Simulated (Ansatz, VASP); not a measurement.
One calculation of V, two programs

```
V
1.0
    -1.49787    1.49787    1.51300
     1.49787   -1.49787    1.51300
     1.49787    1.49787   -1.51300
V
1
Direct
  0.00000 0.00000 0.00000
```

Change from the starting cell: equal xx and yy strain of -1 %.

Alike in both runs: task single point; functional PBE; k mesh 19 × 19 × 19; occupations fermi-dirac, width 0.03 eV; collinear spin.

|  | VASP | Ansatz |
| --- | --- | --- |
| version | VASP 6.6.1 | Ansatz 0.2.0 |
| potentials or method | VASP PAW PBE potentials, release 64 (V_sv), cutoff 520 eV | all-electron LAPW, scalar-relativistic |

VASP gave:

* pressure (GPa): -1.5
* traceless stress, the component that is largest in VASP (GPa): -0.81
* net moment per atom (μB): 0.00

Question: Which values does Ansatz return?

Answer: Pressure (GPa): -1.8; traceless stress, the component that is largest in VASP (GPa): -0.82; net moment per atom (μB): 0.00.

Ansatz ran all-electron here, and VASP with PAW potentials. Ansatz's warnings: seeded moment not kept.
